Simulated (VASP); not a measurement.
Wanted: the native input for a VASP 6.6.1 run.

| Property | Result |
| --- | --- |
| Task | single point |
| Functional | r2SCAN |
| Dispersion | D3(BJ) |
| Potentials or basis | VASP PAW PBE potentials, release 64 (In_d, Sb) |
| Cutoff | 550 eV |
| k mesh | 6 × 6 × 6 |
| Occupations | gaussian, width 0.05 eV |
| Spin | no spin polarisation |
| Dipole correction | no |
| Further INCAR settings | ALGO = Normal; EDIFF = 1e-06; NBANDS = 16 |

InSb:

```
In Sb
1.0
     0.00000    3.24675    3.24675
     3.24675    0.00000    3.24675
     3.24675    3.24675    0.00000
In Sb
1 1
Direct
  0.00000 0.00000 0.00000
  0.75000 0.75000 0.75000
```

These files were run (other wordings do the same):

POSCAR

```
InSb
1.0
    0.0000000000      3.2467527931      3.2467527931
    3.2467527931      0.0000000000      3.2467527931
    3.2467527931      3.2467527931      0.0000000000
In Sb
1 1
Direct
    0.0000000000      0.0000000000      0.0000000000
    0.7500000000      0.7500000000      0.7500000000
```

INCAR.step1

```
SYSTEM = InSb
PREC = Accurate
ENCUT = 550
ISMEAR = 0
SIGMA = 0.05
LREAL = .FALSE.
LASPH = .TRUE.
NELM = 120
NBANDS = 16
GGA = PE
ALGO = Normal
EDIFF = 1E-5
LWAVE = .TRUE.
LCHARG = .FALSE.
GGA_COMPAT = .FALSE.
```

INCAR.step2

```
SYSTEM = InSb
PREC = Accurate
ENCUT = 550
EDIFF = 1E-6
ISMEAR = 0
SIGMA = 0.05
LREAL = .FALSE.
LASPH = .TRUE.
NELM = 120
ALGO = Normal
ISIF = 2
LWAVE = .FALSE.
LCHARG = .FALSE.
METAGGA = R2SCAN
LMIXTAU = .TRUE.
IVDW = 12
NBANDS = 16
VDW_S6 = 1.0
VDW_S8 = 0.78981345
VDW_A1 = 0.49484001
VDW_A2 = 5.73083694
ISTART = 1
GGA_COMPAT = .FALSE.
```

KPOINTS

```
Automatic mesh
0
G
  6 6 6
  0 0 0
```

Potentials or basis: VASP PAW PBE potentials, release 64 (In_d, Sb).

Command:

```sh
$ cat potpaw_PBE.64/In_d/POTCAR potpaw_PBE.64/Sb/POTCAR > POTCAR
$ cp INCAR.step1 INCAR
$ mpirun -np 1 vasp_std > vasp.out
$ cp INCAR.step2 INCAR
$ mpirun -np 1 vasp_std > vasp.out
```

Results of the run:

```json
{
  "Pressure": "0.6 GPa",
  "Band gap on the k mesh": "0.20 eV",
  "Dispersion energy per atom": "-0.158 eV"
}
```

Caveat: three body term missing; the PAW data sets were made with another functional, which shifts forces and pressure a little; spin-orbit coupling is left out, which moves the levels of the heavy elements.

Wall time 2.5 min on 1 thread of Intel Xeon 8259CL, with other jobs on the host, peak memory 0.23 GiB.
